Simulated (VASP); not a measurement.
A run of VASP 6.6.1 is set up as follows.

The input INCAR:

```
ALGO = Normal
EDIFF = 1E-6
ENCUT = 520
GGA = RE
ISIF = 2
ISMEAR = -1
LASPH = True
LCHARG = False
LREAL = False
LWAVE = False
NBANDS = 10
NELM = 60
PREC = Accurate
SIGMA = 0.1
```

KPOINTS

```
k-points
0
Gamma
  19 19 10
```

File POSCAR:

```
Li
1.0
    3.1047278578      0.0000000000      0.0000000000
   -1.5523639289      2.6887731967      0.0000000000
    0.0000000000      0.0000000000      5.0650227170
Li
2
Direct
    0.3333333333      0.6666666667      0.2500000000
    0.6666666667      0.3333333333      0.7500000000
```

Potentials or basis: VASP PAW PBE potentials, release 64 (Li_sv).

Command:

```sh
$ cat potpaw_PBE.64/Li_sv/POTCAR > POTCAR
$ mpirun -np 1 vasp_std > vasp.out
```

Q: Estimate the band gap on the k mesh.

A: Zero (band 3 reaches 2.52 eV, above the bottom of band 4 at -1.84 eV).
